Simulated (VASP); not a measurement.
Runs of VASP 6.6.1 on Al2O3. The structure is that of space group R-3c (No. 167), or close to it. The cells are those of the table. 

| cell | gap on the mesh (eV) | pressure (GPa) | largest force (eV/Å) |
| --- | --- | --- | --- |
| a = 5.234 Å, angles 55.2°, 10 atoms | 6.43 | (b) | 0.02 |
| a = 4.965 Å, angles 55.4°, 10 atoms | 8.38 | 28.7 | (c) |
| a = 4.907 Å, angles 55.5°, 10 atoms | 8.83 | 41.9 | (a) |
| a = 5.301 Å, angles 55.1°, 10 atoms | 5.97 | -20.8 | 0.02 |

Alike in all rows: task single point; level r2SCAN; potentials or basis VASP PAW PBE potentials, release 64 (Al, O); no spin polarisation; k mesh 6 × 6 × 6; cutoff (eV) 520; smearing gaussian 0.02 eV.

Question: Estimate the missing entries.

Answer: (a) 0.04; (b) -13.9; (c) 0.03.

Caveats: the PAW data sets were made with another functional, which shifts forces and pressure a little.

A k mesh can miss the band edges.
